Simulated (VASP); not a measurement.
**GeOs2: single point with PBEsol**

Crystal: GeOs2.

```xyz
3
Lattice="0.0000 2.8462 2.8462 2.8462 0.0000 2.8462 2.8462 2.8462 0.0000" Properties=species:S:1:pos:R:3 pbc="T T T"
Os    1.4231    1.4231    1.4231
Os    4.2693    4.2693    4.2693
Ge    0.0000    0.0000    0.0000
```

```yaml
Program: VASP 6.6.1
Task: single point
Functional: PBEsol
Potentials_or_basis: VASP PAW PBE potentials, release 64 (Os, Ge_d)
Cutoff: 520 eV
k_mesh: 10 × 10 × 10
Occupations: gaussian, width 0.05 eV
Spin: no spin polarisation
```

```
Pressure               : 6.3 GPa
Band gap on the k mesh : zero (bands 15 and 16 overlap by 3.85 eV)
```

Levels at points of the mesh, in eV from the Fermi level:
| k point | band 13 | band 14 | band 15 | band 16 | band 17 | band 18 |
| --- | --- | --- | --- | --- | --- | --- |
| (0.00, 0.00, 0.00) | 0.83 | 0.83 | 2.47 | 2.81 | 2.81 | 6.23 |
| (0.50, 0.00, 0.00) | -1.49 | -1.49 | -1.38 | -1.38 | -1.13 | 5.74 |
| (0.50, 0.50, 0.00) | -0.95 | -0.95 | 0.21 | 0.21 | 1.04 | 2.65 |

Wall time 110 s on 1 thread of Intel Xeon 8259CL, on a shared host, peak memory 0.2 GiB.

Caveat: the cell stands under pressure; the PAW data sets were made with another functional, which shifts forces and pressure a little; spin-orbit coupling is left out, which moves the levels of the heavy elements.
